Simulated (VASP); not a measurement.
# InSb (I-4m2) in VASP: further runs

The runs below take InSb through single point, with PBE.

Everything below comes from runs of VASP 6.6.1. Logs are shortened: lines on timing, memory, paths and dates and some standing lists are left out, and cuts for length are marked.

### 1 The cell of the first run

The structure is tetragonal, space group I-4m2 (No. 119). Conventional cell: a = 4.879 Å, b = 4.879 Å, c = 6.104 Å, α = 90.00°, β = 90.00°, γ = 90.00°. In (site symmetry -4m2) has 4 Sb at 2.88 Å within 3.8 Å. Sb (site symmetry -4m2) has 4 In at 2.88 Å within 3.8 Å.

### 2 Single point, PBE (strain +0.040 along x and y, -0.080 along z)

INCAR reads:

```
SYSTEM = InSb
PREC = Accurate
ENCUT = 520
EDIFF = 1E-6
ISMEAR = 0
SIGMA = 0.15
LREAL = .False.
LASPH = .True.
NELM = 80
ALGO = Normal
ISIF = 2
LWAVE = .False.
LCHARG = .True.
GGA = PE
LELF = .True.
LVHAR = .True.
NBANDS = 16
```

KPOINTS reads:

```
regular mesh
0
Gamma
  16 16 16
  0 0 0
```

POSCAR reads:

```
InSb
1.0
    0.0000000000      3.4501219908      3.0520309919
    3.4501219908      0.0000000000      3.0520309919
    3.4501219908      3.4501219908      0.0000000000
In Sb
1 1
Direct
    0.0000000000      0.0000000000      0.0000000000
    0.7500000000      0.7500000000      0.7500000000
```

Potentials or basis: VASP PAW PBE potentials, release 64 (In_d, Sb).

Run with:

```bash
$ cat potpaw_PBE.64/In_d/POTCAR potpaw_PBE.64/Sb/POTCAR > POTCAR
$ mpirun -np 1 vasp_std > vasp.out
```

OUTCAR:

```text
SYSTEM = InSb
   PREC = Accurate
   ENCUT = 520
   EDIFF = 1E-6
   ISMEAR = 0
   LREAL = .False.
   LASPH = .True.
   NELM = 80
   ISIF = 2
   GGA = PE

 ion  position               nearest neighbor table
   1  0.000  0.000  0.000-   2 2.88   2 2.88   2 2.88   2 2.88
   2  0.750  0.750  0.750-   1 2.88   1 2.88   1 2.88   1 2.88

  LATTYP: Found a body centered tetragonal cell.
 ALAT       =     4.8792093112
 C/A-ratio  =     1.2510350744

  Lattice vectors:

 A1 = (   0.0000000000,  -3.4501219908,  -3.0520309919)
 A2 = (   0.0000000000,   3.4501219908,  -3.0520309919)
 A3 = (   3.4501219908,   0.0000000000,   3.0520309919)

Analysis of symmetry for initial positions (statically):
=====================================================================
 Subroutine PRICEL returns:
 Original cell was already a primitive cell.

 Routine SETGRP: Setting up the symmetry group for a
 body centered tetragonal supercell.

 Subroutine GETGRP returns: Found  8 space group operations
 (whereof  8 operations were pure point group operations)
 out of a pool of 16 trial point group operations.

The static configuration has the point symmetry D_2d.

Analysis of symmetry for dynamics (positions and initial velocities):
=====================================================================
 Subroutine PRICEL returns:
 Original cell was already a primitive cell.

 Routine SETGRP: Setting up the symmetry group for a
 body centered tetragonal supercell.

 Subroutine GETGRP returns: Found  8 space group operations
 (whereof  8 operations were pure point group operations)
 out of a pool of 16 trial point group operations.

The dynamic configuration has the point symmetry D_2d.

 Subroutine INISYM returns: Found  8 space group operations
 (whereof  8 operations are pure point group operations),
 and found     1 'primitive' translations

----------------------------------------------------------------------------------------

                                     Primitive cell

  volume of cell :      72.6587

  direct lattice vectors                    reciprocal lattice vectors
     0.000000000  3.450121991  3.052030992    -0.144922412  0.144922412  0.163825335
     3.450121991  0.000000000  3.052030992     0.144922412 -0.144922412  0.163825335
     3.450121991  3.450121991  0.000000000     0.144922412  0.144922412 -0.163825335

  length of vectors
     4.606325534  4.606325534  4.879209311     0.262380928  0.262380928  0.262380928

  position of ions in fractional coordinates (direct lattice)
     0.000000000  0.000000000  0.000000000
     0.750000000  0.750000000  0.750000000

  ion indices of the primitive-cell ions
   primitive index   ion index
                 1           1
                 2           2

----------------------------------------------------------------------------------------

 KPOINTS: regular mesh

Automatic generation of k-mesh.
 Grid dimensions read from file:
 generate k-points for:   16   16   16

 Generating k-lattice:

  Cartesian coordinates                     Fractional coordinates (reciprocal lattice)
    -0.009057651  0.009057651  0.010239083     0.062500000  0.000000000  0.000000000
     0.009057651 -0.009057651  0.010239083     0.000000000  0.062500000  0.000000000
     0.009057651  0.009057651 -0.010239083     0.000000000  0.000000000  0.062500000

  Length of vectors
     0.016398808  0.016398808  0.016398808

  Shift w.r.t. Gamma in fractional coordinates (k-lattice)
     0.000000000  0.000000000  0.000000000

 Subroutine IBZKPT returns following result:
 ===========================================

 Found    349 irreducible k-points:

 Following reciprocal coordinates:
            Coordinates               Weight
  0.000000  0.000000  0.000000      1.000000
  0.062500  0.000000  0.000000      8.000000
  0.125000  0.000000  0.000000      8.000000
  0.187500 -0.000000  0.000000      8.000000
  0.250000  0.000000  0.000000      8.000000
  0.312500  0.000000  0.000000      8.000000
[... 16 lines left out ...]
 -0.125000  0.062500  0.000000      8.000000
 -0.062500  0.062500  0.000000      4.000000
 [... further k-points ...]
   k-points           NKPTS =    349   k-points in BZ     NKDIM =    349   number of bands    NBANDS=     16
   number of dos      NEDOS =    301   number of ions     NIONS =      2
   total plane-waves  NPLWV =  46656
   dimension x,y,z NGX =    36 NGY =   36 NGZ =   36
   dimension x,y,z NGXF=    72 NGYF=   72 NGZF=   72
   ions per type =               1   1
   NGX,Y,Z   is equivalent  to a cutoff of  12.99, 12.99, 12.27 a.u.
   NGXF,Y,Z  is equivalent  to a cutoff of  25.99, 25.99, 24.53 a.u.
 SYSTEM =  InSb
   PREC   = accura    normal or accurate (medium, high low for compatibility)
   ISTART =      0    job   : 0-new  1-cont  2-samecut
   ICHARG =      2    charge: 1-file 2-atom 10-const
   ISPIN  =      1    spin polarized calculation?
   LNONCOLLINEAR =      F non collinear calculations
   LSORBIT =      F    spin-orbit coupling
   LASPH  =      T    aspherical Exc in radial PAW
   ENCUT  =  520.0 eV  38.22 Ry    6.18 a.u.   8.56  8.56  9.07*2*pi/ulx,y,z
   NELM   =     80;   NELMIN=  2; NELMDL= -5     # of ELM steps
   EDIFF  = 0.1E-05   stopping-criterion for ELM
   LREAL  =      F    real-space projection
   EDIFFG = 0.1E-04   stopping-criterion for IOM
   NSW    =      0    number of steps for IOM
   IBRION =     -1    ionic relax: 0-MD 1-quasi-New 2-CG
   NFREE  =      0    steps in history (QN), initial steepest desc. (CG)
   ISIF   =      2    stress and relaxation
   ISYM   =      2    0-nonsym 1-usesym 2-fastsym
   POTIM  = 0.5000    time-step for ionic-motion
   TEBEG  =    0.0;   TEEND  =   0.0 temperature during run
   PSTRESS=    0.0 pullay stress
   NELECT =      18.0000    total number of electrons
   NUPDOWN=      -1.0000    fix difference up-down
   EMIN   =  10.00;   EMAX   =-10.00  energy-range for DOS
   EFERMI =   0.00;   METHOD = LEGACY
   ISMEAR =     0;   SIGMA  =   0.15  broadening in eV -4-tet -1-fermi 0-gaus
   EFERMI_NEDOS =   21; number of points for ismear=-14 and -15
   IALGO  =     38    algorithm
   IMIX   =      4    mixing-type and parameters
     AMIX     =   0.40;   BMIX     =  1.00
     AMIX_MAG =   1.60;   BMIX_MAG =  1.00
  volume/ion in A,a.u.               =      36.33       245.16
  Fermi-wavevector in a.u.,A,eV,Ry     =   1.028181  1.942981 14.383493  1.057157
  Thomas-Fermi vector in A             =   2.162165
   LORBIT       =      0    0 simple, 1 ext, 2 COOP (PROOUT), +10 PAW based schemes
   GGA     = PE    functional components
   LHFCALC =     F    Hartree Fock is set to
   AEXX    =    0.0000 exact exchange contribution
   IVDW    =     0    specifies the selected vdW correction
   LEPSILON=     F    determine dielectric tensor
   LRPA    =     F    only Hartree local field effects (RPA)
 non-spin polarized calculation
 Gauss-broadening in eV      SIGMA  =   0.15
  energy-cutoff  :      520.00
  volume of cell :       72.66
 maximum number of plane-waves:      1987
 NGX is ok and might be reduce to    36
   NGX = 17   NGY = 17   NGZ = 19

 number of electron      18.0000004 magnetization

 Free energy of the ion-electron system (eV)
  ---------------------------------------------------
  ext. energy  EPLUGINS =         0.00000000
  ---------------------------------------------------
  free energy    TOTEN  =        -6.90219998 eV

  energy without entropy =       -6.90178335  energy(sigma->0) =       -6.90199166

 E-fermi :   4.6432     XC(G=0):  -8.4214

 val. band max:        4.5889359203   @ k =   0.0625   0.0000   0.0625
 cond. band min:       4.7350426127   @ k =   0.0000   0.0000   0.0000
 fundamental gap:      0.1461066924
 Fermi energy:         4.6431837381

 k-point     1 :       0.0000    0.0000    0.0000
  band No.  band energies     occupation
      1     -10.0580      2.00000
      2     -10.0580      2.00000
      3     -10.0334      2.00000
      4      -9.9983      2.00000
      5      -9.9735      2.00000
      6      -5.8595      2.00000
[... 8 lines left out ...]
     15      11.7507      0.00000
     16      12.6114      0.00000

 k-point     2 :       0.0625    0.0000    0.0000
  band No.  band energies     occupation
      1     -10.0584      2.00000
      2     -10.0573      2.00000
      3     -10.0337      2.00000
      4      -9.9984      2.00000
      5      -9.9734      2.00000
      6      -5.8272      2.00000
[... 8 lines left out ...]
     15      11.5619      0.00000
     16      12.2373      0.00000

 k-point     3 :       0.1250    0.0000    0.0000
  band No.  band energies     occupation
      1     -10.0601      2.00000
      2     -10.0554      2.00000
      3     -10.0342      2.00000
      4      -9.9987      2.00000
      5      -9.9731      2.00000
      6      -5.7317      2.00000
[... 8 lines left out ...]
     15      11.3381      0.00000
     16      11.9316      0.00000

 k-point     4 :       0.1875   -0.0000    0.0000
  band No.  band energies     occupation
      1     -10.0636      2.00000
      2     -10.0527      2.00000
      3     -10.0341      2.00000
      4      -9.9990      2.00000
      5      -9.9725      2.00000
      6      -5.5779      2.00000
[... 8 lines left out ...]
     15      11.3053      0.00000
     16      12.0725      0.00000
[... 324 lines left out ...]
 k-point    22 :      -0.1875    0.0625    0.0000
  band No.  band energies     occupation
      1     -10.0678      2.00000
      2     -10.0518      2.00000
      3     -10.0303      2.00000
      4      -9.9980      2.00000
      5      -9.9730      2.00000
      6      -5.5025      2.00000
[... 8 lines left out ...]
     15      11.1110      0.00000
     16      12.1483      0.00000

 k-point    23 :      -0.1250    0.0625    0.0000
  band No.  band energies     occupation
      1     -10.0638      2.00000
      2     -10.0546      2.00000
      3     -10.0309      2.00000
      4      -9.9980      2.00000
      5      -9.9735      2.00000
      6      -5.6691      2.00000
[... 8 lines left out ...]
     15      11.0779      0.00000
     16      11.5740      0.00000

 k-point    24 :      -0.0625    0.0625    0.0000
  band No.  band energies     occupation
      1     -10.0607      2.00000
      2     -10.0565      2.00000
      3     -10.0319      2.00000
      4      -9.9981      2.00000
      5      -9.9736      2.00000
      6      -5.7792      2.00000
[... 8 lines left out ...]
     15      11.2185      0.00000
     16      11.7669      0.00000

 [... further k-points ...]

------------------------ aborting loop because EDIFF is reached ----------------------------------------

  FORCE on cell =-STRESS in cart. coord.  units (eV):
  Direction    XX          YY          ZZ          XY          YZ          ZX
  --------------------------------------------------------------------------------------
  -------------------------------------------------------------------------------------
  Total       -0.3821346     -0.3821346      0.7600715      0.0000000     -0.0000000      0.0000000
  in kB       -8.4263435     -8.4263435     16.7601219      0.0000000     -0.0000000      0.0000000
  external PRESSURE =      -0.0308550 kB  Pullay stress =       0.0000000 kB

 VOLUME and BASIS-vectors are now :
 -----------------------------------------------------------------------------
  energy-cutoff  :      520.00
  volume of cell :       72.66
      direct lattice vectors                 reciprocal lattice vectors
     0.000000000  3.450121991  3.052030992    -0.144922412  0.144922412  0.163825335
     3.450121991  0.000000000  3.052030992     0.144922412 -0.144922412  0.163825335
     3.450121991  3.450121991  0.000000000     0.144922412  0.144922412 -0.163825335

 POSITION                                       TOTAL-FORCE (eV/Angst)
 -----------------------------------------------------------------------------------
      0.00000      0.00000      0.00000         0.000000      0.000000     -0.000000
      5.17518      5.17518      4.57805        -0.000000     -0.000000      0.000000
 -----------------------------------------------------------------------------------
    total drift:                                0.000000      0.000000      0.000001

  FREE ENERGIE OF THE ION-ELECTRON SYSTEM (eV)
  ---------------------------------------------------
  free  energy   TOTEN  =        -6.9021999801 eV

  energy  without entropy=       -6.9017833456  energy(sigma->0) =       -6.90199166
```

Run time: 2.5 min. Hardware: 1 thread of Intel Xeon Platinum 8559C (Emerald Rapids), shared host; peak memory 0.53 GiB.

Results:

```
Free energy            : -6.9022 eV
Pressure               : 0.0 GPa
Band gap on the k mesh : 0.15 eV (least direct gap 0.32 eV)
```

Stress tensor (GPa, compression positive):
```
-0.84  0.00  0.00
 0.00 -0.84  0.00
 0.00  0.00  1.68
```

Caveat: the cell differs from its parent crystal (strain +0.040 along x and y, -0.080 along z); semilocal functionals underestimate gaps, and a narrow one can read as zero; spin-orbit coupling is left out, which moves the levels of the heavy elements.

### 3 Single point, PBE (strain +0.040 along x and y, -0.040 along z)

INCAR reads:

```
SYSTEM = InSb
PREC = Accurate ; ENCUT = 520
EDIFF = 1E-7 ; ISMEAR = 0
SIGMA = 0.15 ; LREAL = .False.
LASPH = .True. ; NELM = 80
ALGO = Normal ; ISIF = 2
LWAVE = .False. ; LCHARG = .False.
GGA = PE ; NBANDS = 16
```

KPOINTS reads:

```
Automatic mesh
0
Gamma
  16 16 16
  0 0 0
```

POSCAR reads:

```
InSb
1.0
    0.0000000000      3.4501219908      3.1847279916
    3.4501219908      0.0000000000      3.1847279916
    3.4501219908      3.4501219908      0.0000000000
In Sb
1 1
Direct
    0.0000000000      0.0000000000      0.0000000000
    0.7500000000      0.7500000000      0.7500000000
```

Potentials or basis: VASP PAW PBE potentials, release 64 (In_d, Sb).

Run with:

```bash
$ cat potpaw_PBE.64/In_d/POTCAR potpaw_PBE.64/Sb/POTCAR > POTCAR
$ mpirun -np 1 vasp_std > vasp.out
```

It took 3.4 min on 1 thread of Intel Xeon Platinum 8559C (Emerald Rapids), shared host; peak memory 0.55 GiB.

The run converged. Its results:

- Free energy: -6.9180 eV
- Pressure: -1.3 GPa
- Band gap on the k mesh: 0.14 eV (least direct gap 0.32 eV)

Stress tensor (GPa, compression positive):
```
-1.94  0.00  0.00
 0.00 -1.94  0.00
 0.00  0.00 -0.11
```

Levels at points of the mesh, in eV from the valence-band top:
| k point | band 5 | band 6 | band 7 | band 8 | band 9 | band 10 | band 11 | band 12 | band 13 | band 14 |
| --- | --- | --- | --- | --- | --- | --- | --- | --- | --- | --- |
| (0.00, 0.00, 0.00) | -14.41 | -10.14 | -0.90 | -0.18 | -0.18 | 0.14 | 2.80 | 2.98 | 2.98 | 5.56 |
| (0.50, 0.00, 0.00) | -14.41 | -9.03 | -5.21 | -1.13 | -0.71 | 0.24 | 3.55 | 3.93 | 6.09 | 7.49 |
| (0.50, 0.50, 0.00) | -14.41 | -8.44 | -5.34 | -2.22 | -2.22 | 0.95 | 1.25 | 7.48 | 7.48 | 8.27 |
| (0.50, 0.00, 0.50) | -14.42 | -8.61 | -5.64 | -1.87 | -1.83 | 1.48 | 1.57 | 7.11 | 7.34 | 7.79 |

Caveat: the cell differs from its parent crystal (strain +0.040 along x and y, -0.040 along z); semilocal functionals underestimate gaps, and a narrow one can read as zero; spin-orbit coupling is left out, which moves the levels of the heavy elements. A k mesh can miss the band edges.
